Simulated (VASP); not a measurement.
Runs of VASP 6.6.1 on Cu2O. It takes space group Pn-3m (No. 224, cubic). The conventional cell has a = 4.260 Å, b = 4.260 Å, c = 4.260 Å, α = 90.00°, β = 90.00°, γ = 90.00°. Cu (site symmetry -3m) has 2 O at 1.84 Å within 2.4 Å. Within 2.4 Å of O (site symmetry -43m) lie 4 Cu at 1.84 Å. 

```tsv
level	U	gap on the mesh (eV)	pressure (GPa)
PBEsol+U	Cu d U = 3.0 eV	0.64	-3.5
PBEsol	-	(b)	-2.4
PBEsol+U	Cu d U = 6.0 eV	0.76	-4.7
PBEsol+U	Cu d U = 1.5 eV	0.58	(a)
PBEsol+U	Cu d U = 4.5 eV	0.70	-4.1
```

Alike in all rows: task single point; potentials or basis VASP PAW PBE potentials, release 64 (Cu, O); no spin polarisation; cell as given; k mesh 4 × 4 × 4; cutoff (eV) 600; smearing gaussian 0.01 eV.

Task: Fill in the values left out.

Result: (a) -2.9; (b) 0.50.

Caveats: semilocal functionals underestimate gaps, and a narrow one can read as zero; the PAW data sets were made with another functional, which shifts forces and pressure a little; the cell stands under tension (at least some runs).

